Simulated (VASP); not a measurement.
# H8C3O2 in VASP: a series of runs

Runs on H8C3O2. Level: PBE+D3(BJ). Tasks: single point.

Program: VASP 6.6.1. These are calculated values, not measurements. Logs are shortened: lines on timing, memory, paths and dates and some standing lists are left out, and cuts for length are marked.

## (1) The cell of the first run

The cell holds an amorphous packing of atoms, 39 atoms: a = 7.135 Å, b = 7.135 Å, c = 7.135 Å, α = 90.00°, β = 90.00°, γ = 90.00°.

## (2) Single point, PBE+D3(BJ)

File INCAR:

```
SYSTEM = H8C3O2
ALGO = Normal
EDIFF = 1E-6
ENCUT = 520
GGA = PE
ISIF = 2
ISMEAR = -1
IVDW = 12
LASPH = .True.
LCHARG = .False.
LREAL = Auto
LWAVE = .False.
NBANDS = 73
NELM = 80
PREC = Accurate
SIGMA = 0.02
```

File KPOINTS:

```
k-points
0
Gamma
  1 1 1
  0 0 0
```

File POSCAR:

```
H8C3O2
1.0
    7.1348020000      0.0000000000      0.0000000000
    0.0000000000      7.1348020000      0.0000000000
    0.0000000000      0.0000000000      7.1348020000
C O H
9 6 24
Direct
    0.0801984414      0.8584260642      0.9822276778
    0.4710432048      0.5611788526      0.5824408302
    0.4482394886      0.4268794004      0.4087849950
    0.5531477958      0.9569431639      0.0531058886
    0.5748022160      0.9848206019     -0.1467174562
    0.8897233588      0.4201658294      0.7223185731
    1.0656637703      0.4979115048      0.6145230099
    1.0901493833      0.2391236645      0.1669843115
    0.8856307435      0.2565032639      0.2301955962
   -0.0085216100      0.7592642375      1.0780677586
    0.1826679984      0.9324995984      0.8709982421
    0.4499774486      0.2359981398      0.4268794004
    0.7616188929      1.0077784920     -0.1985899539
    1.0205048437      0.6901663144      0.5704433003
    0.8243396243      0.0791612717      0.3108145117
    0.3593512476      0.1812243703      0.5008828556
    0.3159302809      0.4650724715      0.3409064470
    0.5576328537      0.4557239290      0.3050820471
    0.4261505785      0.6927312068      0.4999998598
    0.4102987021      0.5365530816      0.7096482846
    0.6261701446      0.5751666269      0.6067582534
    0.8177942429      0.9160590581     -0.2827828999
    0.5148986615      0.8802346582     -0.2339658480
    0.5115488839      1.1253991351     -0.1769495495
    0.4282529494      0.8633315963      0.0625665576
    0.6659189701      0.8580616533      0.0969473294
    0.5526572426      1.0832536068      0.1269411541
    0.9268652445      0.6778043735      0.4705946991
    1.1986177052      0.5185988343      0.7185903687
    1.1145509013      0.4203200033      0.5013033298
    0.8819726182      0.2810309242      0.7936590252
    0.8354121109      0.5452849287      0.7863287587
    0.8092025539      0.3564639916      0.6074450279
    0.7272241052      0.1176626906      0.4048325377
    0.9006136400      0.3888685348      0.3417614112
    0.8070861672      0.3035122769      0.1142428339
    1.1463387491      0.3909849215      0.1754218267
    1.1620644834      0.1452317808      0.2697201688
    1.1100938751      0.1661433632      0.0351796728
```

Potentials or basis: VASP PAW PBE potentials, release 64 (C, O, H).

Started as:

```bash
$ cat potpaw_PBE.64/C/POTCAR potpaw_PBE.64/O/POTCAR potpaw_PBE.64/H/POTCAR > POTCAR
$ mpirun -np 1 vasp_gam > vasp.out
```

OUTCAR:

```text
SYSTEM = H8C3O2
   EDIFF = 1E-6
   ENCUT = 520
   GGA = PE
   ISIF = 2
   ISMEAR = -1
   IVDW = 12
   LASPH = .True.
   LREAL = Auto
   NELM = 80
   PREC = Accurate
 IVDW          = 12

 ion  position               nearest neighbor table
   1  0.080  0.858  0.982-  10 1.17  11 1.20
   2  0.471  0.561  0.582-  20 1.02  21 1.12  19 1.15   3 1.57
   3  0.448  0.427  0.409-  18 1.09  17 1.10  12 1.37   2 1.57
   4  0.553  0.957  0.053-  27 1.04  26 1.11  25 1.12   5 1.45
   5  0.575  0.985  0.853-  23 1.06  24 1.12  13 1.39   4 1.45
   6  0.890  0.420  0.722-  32 1.08  33 1.10  31 1.12   7 1.57
   7  0.066  0.498  0.615-  30 1.04  29 1.21  14 1.44   6 1.57
   8  0.090  0.239  0.167-  39 1.08  38 1.12  37 1.16   9 1.53
   9  0.886  0.257  0.230-  36 1.05  35 1.24  15 1.46   8 1.53
  10  0.991  0.759  0.078-   1 1.17
  11  0.183  0.932  0.871-   1 1.20
  12  0.450  0.236  0.427-  16 0.92   3 1.37
  13  0.762  0.008  0.801-  22 0.97   5 1.39
  14  0.021  0.690  0.570-  28 0.98   7 1.44
  15  0.824  0.079  0.311-  34 1.00   9 1.46
  16  0.359  0.181  0.501-  12 0.92
  17  0.316  0.465  0.341-   3 1.10
  18  0.558  0.456  0.305-   3 1.09
  19  0.426  0.693  0.500-   2 1.15
  20  0.410  0.537  0.710-   2 1.02
  21  0.626  0.575  0.607-   2 1.12
[... 16 lines left out ...]
  38  0.162  0.145  0.270-   8 1.12
  39  0.110  0.166  0.035-   8 1.08

  LATTYP: Found a simple cubic cell.
 ALAT       =     7.1348020000

  Lattice vectors:

 A1 = (   7.1348020000,   0.0000000000,   0.0000000000)
 A2 = (   0.0000000000,   7.1348020000,   0.0000000000)
 A3 = (   0.0000000000,   0.0000000000,   7.1348020000)

Analysis of symmetry for initial positions (statically):
=====================================================================
 Subroutine PRICEL returns:
 Original cell was already a primitive cell.

 Routine SETGRP: Setting up the symmetry group for a
 simple cubic supercell.

 Subroutine GETGRP returns: Found  1 space group operations
 (whereof  1 operations were pure point group operations)
 out of a pool of 48 trial point group operations.

The static configuration has the point symmetry C_1 .

Analysis of symmetry for dynamics (positions and initial velocities):
=====================================================================
 Subroutine PRICEL returns:
 Original cell was already a primitive cell.

 Routine SETGRP: Setting up the symmetry group for a
 simple cubic supercell.

 Subroutine GETGRP returns: Found  1 space group operations
 (whereof  1 operations were pure point group operations)
 out of a pool of 48 trial point group operations.

The dynamic configuration has the point symmetry C_1 .

 Subroutine INISYM returns: Found  1 space group operations
 (whereof  1 operations are pure point group operations),
 and found     1 'primitive' translations

----------------------------------------------------------------------------------------

                                     Primitive cell

  volume of cell :     363.1999

  direct lattice vectors                    reciprocal lattice vectors
     7.134802000  0.000000000  0.000000000     0.140158059  0.000000000  0.000000000
     0.000000000  7.134802000  0.000000000     0.000000000  0.140158059  0.000000000
     0.000000000  0.000000000  7.134802000     0.000000000  0.000000000  0.140158059

  length of vectors
     7.134802000  7.134802000  7.134802000     0.140158059  0.140158059  0.140158059

  position of ions in fractional coordinates (direct lattice)
     0.080198441  0.858426064  0.982227678
     0.471043205  0.561178853  0.582440830
     0.448239489  0.426879400  0.408784995
     0.553147796  0.956943164  0.053105889
     0.574802216  0.984820602  0.853282544
     0.889723359  0.420165829  0.722318573
[... 31 lines left out ...]
     0.162064483  0.145231781  0.269720169
     0.110093875  0.166143363  0.035179673

  ion indices of the primitive-cell ions
   primitive index   ion index
                 1           1
                 2           2
                 3           3
                 4           4
                 5           5
                 6           6
[... 31 lines left out ...]
                38          38
                39          39

----------------------------------------------------------------------------------------

 KPOINTS: k-points

Automatic generation of k-mesh.
 Grid dimensions read from file:
 generate k-points for:    1    1    1

 Generating k-lattice:

  Cartesian coordinates                     Fractional coordinates (reciprocal lattice)
     0.140158059  0.000000000  0.000000000     1.000000000  0.000000000  0.000000000
     0.000000000  0.140158059  0.000000000     0.000000000  1.000000000  0.000000000
     0.000000000  0.000000000  0.140158059     0.000000000  0.000000000  1.000000000

  Length of vectors
     0.140158059  0.140158059  0.140158059

  Shift w.r.t. Gamma in fractional coordinates (k-lattice)
     0.000000000  0.000000000  0.000000000

 Subroutine IBZKPT returns following result:
 ===========================================

 Found      1 irreducible k-points:

 Following reciprocal coordinates:
            Coordinates               Weight
  0.000000  0.000000  0.000000      1.000000
   k-points           NKPTS =      1   k-points in BZ     NKDIM =      1   number of bands    NBANDS=     73
   number of dos      NEDOS =    301   number of ions     NIONS =     39
   total plane-waves  NPLWV = 157464
   dimension x,y,z NGX =    54 NGY =   54 NGZ =   54
   dimension x,y,z NGXF=   108 NGYF=  108 NGZF=  108
   ions per type =               9   6  24
   NGX,Y,Z   is equivalent  to a cutoff of  12.58, 12.58, 12.58 a.u.
   NGXF,Y,Z  is equivalent  to a cutoff of  25.16, 25.16, 25.16 a.u.
 SYSTEM =  H8C3O2
   PREC   = accura    normal or accurate (medium, high low for compatibility)
   ISTART =      0    job   : 0-new  1-cont  2-samecut
   ICHARG =      2    charge: 1-file 2-atom 10-const
   ISPIN  =      1    spin polarized calculation?
   LNONCOLLINEAR =      F non collinear calculations
   LSORBIT =      F    spin-orbit coupling
   LASPH  =      T    aspherical Exc in radial PAW
   ENCUT  =  520.0 eV  38.22 Ry    6.18 a.u.  13.27 13.27 13.27*2*pi/ulx,y,z
   NELM   =     80;   NELMIN=  2; NELMDL= -5     # of ELM steps
   EDIFF  = 0.1E-05   stopping-criterion for ELM
   LREAL  =      T    real-space projection
   EDIFFG = 0.1E-04   stopping-criterion for IOM
   NSW    =      0    number of steps for IOM
   IBRION =     -1    ionic relax: 0-MD 1-quasi-New 2-CG
   NFREE  =      0    steps in history (QN), initial steepest desc. (CG)
   ISIF   =      2    stress and relaxation
   ISYM   =      2    0-nonsym 1-usesym 2-fastsym
   POTIM  = 0.5000    time-step for ionic-motion
   TEBEG  =    0.0;   TEEND  =   0.0 temperature during run
   PSTRESS=    0.0 pullay stress
   NELECT =      96.0000    total number of electrons
   NUPDOWN=      -1.0000    fix difference up-down
   EMIN   =  10.00;   EMAX   =-10.00  energy-range for DOS
   EFERMI =   0.00;   METHOD = LEGACY
   ISMEAR =    -1;   SIGMA  =   0.02  broadening in eV -4-tet -1-fermi 0-gaus
   EFERMI_NEDOS =   21; number of points for ismear=-14 and -15
   IALGO  =     38    algorithm
   IMIX   =      4    mixing-type and parameters
     AMIX     =   0.40;   BMIX     =  1.00
     AMIX_MAG =   1.60;   BMIX_MAG =  1.00
  volume/ion in A,a.u.               =       9.31        62.85
  Fermi-wavevector in a.u.,A,eV,Ry     =   1.050630  1.985404 15.018442  1.103824
  Thomas-Fermi vector in A             =   2.185641
   LORBIT       =      0    0 simple, 1 ext, 2 COOP (PROOUT), +10 PAW based schemes
   GGA     = PE    functional components
   LHFCALC =     F    Hartree Fock is set to
   AEXX    =    0.0000 exact exchange contribution
   IVDW    =    12    specifies the selected vdW correction
   LEPSILON=     F    determine dielectric tensor
   LRPA    =     F    only Hartree local field effects (RPA)
 non-spin polarized calculation
  energy-cutoff  :      520.00
  volume of cell :      363.20
 maximum number of plane-waves:      4886
 NGX is ok and might be reduce to    54
   NGX = 27   NGY = 27   NGZ = 27

 number of electron      95.9999998 magnetization

 Free energy of the ion-electron system (eV)
  ---------------------------------------------------
  ext. energy  EPLUGINS =         0.00000000
  ---------------------------------------------------
  free energy    TOTEN  =      -206.61274582 eV

  energy without entropy =     -206.61274582  energy(sigma->0) =     -206.61274582

 E-fermi :  -1.4058     XC(G=0):  -7.3148

 val. band max:       -1.9874247504   @ k =   0.0000   0.0000   0.0000
 cond. band min:       2.4178387535   @ k =   0.0000   0.0000   0.0000
 fundamental gap:      4.4052635039
 Fermi energy:        -1.4058218262

 k-point     1 :       0.0000    0.0000    0.0000
  band No.  band energies     occupation
      1     -24.8732      2.00000
      2     -23.6773      2.00000
      3     -22.5252      2.00000
      4     -21.7479      2.00000
      5     -21.6012      2.00000
      6     -21.0114      2.00000
[... 52 lines left out ...]
     59       5.9052      0.00000
     60       6.0940      0.00000
 [bands above 60 left out]

------------------------ aborting loop because EDIFF is reached ----------------------------------------

 Edisp (eV)   -1.85895

 E8    (eV) :    -0.4223

  FORCE on cell =-STRESS in cart. coord.  units (eV):
  Direction    XX          YY          ZZ          XY          YZ          ZX
  --------------------------------------------------------------------------------------
  -------------------------------------------------------------------------------------
  Total      10.16496    -3.55470     8.07917    -0.89022    -0.93746    -0.23010
  in kB      44.84050   -15.68078    35.63949    -3.92702    -4.13541    -1.01505
  external pressure =       21.60 kB  Pullay stress =        0.00 kB

 VOLUME and BASIS-vectors are now :
 -----------------------------------------------------------------------------
  energy-cutoff  :      520.00
  volume of cell :      363.20
      direct lattice vectors                 reciprocal lattice vectors
     7.134802000  0.000000000  0.000000000     0.140158059  0.000000000  0.000000000
     0.000000000  7.134802000  0.000000000     0.000000000  0.140158059  0.000000000
     0.000000000  0.000000000  7.134802000     0.000000000  0.000000000  0.140158059

 POSITION                                       TOTAL-FORCE (eV/Angst)
 -----------------------------------------------------------------------------------
      0.57220      6.12470      7.00800         1.432664     -0.089391     -2.314153
      3.36080      4.00390      4.15560         3.210088      1.465996     -4.898651
      3.19810      3.04570      2.91660        -0.885765      1.385234      0.471286
      3.94660      6.82760      0.37890        -0.255058     -4.060704      0.398287
      4.10110      7.02650      6.08800        -0.223999      2.068070     -1.561230
      6.34800      2.99780      5.15360         1.372596     -1.569431     -2.000713
[... 31 lines left out ...]
      1.15630      1.03620      1.92440        -0.066451      0.722216     -0.161852
      0.78550      1.18540      0.25100        -0.078560      0.696689     -0.477283
 -----------------------------------------------------------------------------------
    total drift:                               -0.010921      0.002263      0.020817

  FREE ENERGIE OF THE ION-ELECTRON SYSTEM (eV)
  ---------------------------------------------------
  free  energy   TOTEN  =      -208.4716915430 eV

  energy  without entropy=     -208.4716915430  energy(sigma->0) =     -208.47169154
```

Wall time 74 s (1 thread of AMD EPYC 7R13, shared host); peak memory 0.32 GiB.

Results:

- Free energy: -208.4717 eV
- Pressure: 2.2 GPa
- Largest force: 6.037 eV/Å
- Band gap on the k mesh: 4.41 eV
- Dispersion energy per atom: -0.048 eV

Forces on the atoms (eV/Å):
```
C    1.433 -0.089 -2.314
C    3.210  1.466 -4.899
C   -0.886  1.385  0.471
C   -0.255 -4.061  0.398
C   -0.224  2.068 -1.561
C    1.373 -1.569 -2.001
C    0.685  1.434  5.690
C    0.067  0.702  1.206
C    2.289  0.869  2.602
O   -0.210  0.083  0.607
O   -1.556 -0.528  1.280
O    3.058 -1.153 -1.129
O    2.567  0.465 -0.369
O   -0.224 -0.469 -0.978
O   -0.260  1.970  1.000
H   -2.163 -0.773  1.797
H   -0.037  0.330 -0.190
H    0.175  0.344  0.125
H    0.148 -0.641  1.687
H   -1.242 -0.516  2.074
H   -0.873  0.001  0.006
H   -0.482 -0.199  0.024
H   -0.837 -0.841 -0.570
H   -0.318 -0.554 -0.420
H    0.087  0.937  0.751
H   -0.174  0.701  0.250
H   -0.282  1.002  1.226
H    0.068  0.512 -0.087
H   -2.566 -0.612 -1.507
H    0.296 -1.066 -1.581
H    1.079  0.902  0.794
H   -0.722 -0.134  0.596
H   -0.916  1.064 -0.319
H    0.349 -0.552 -0.768
H   -1.016 -2.360 -1.562
H   -1.392  0.308 -1.035
H   -0.104 -1.846 -0.655
H   -0.066  0.722 -0.162
H   -0.079  0.697 -0.477
```

Caveat: the k points lie up to 0.88 Å⁻¹ apart.

[end of part 1 of 2]
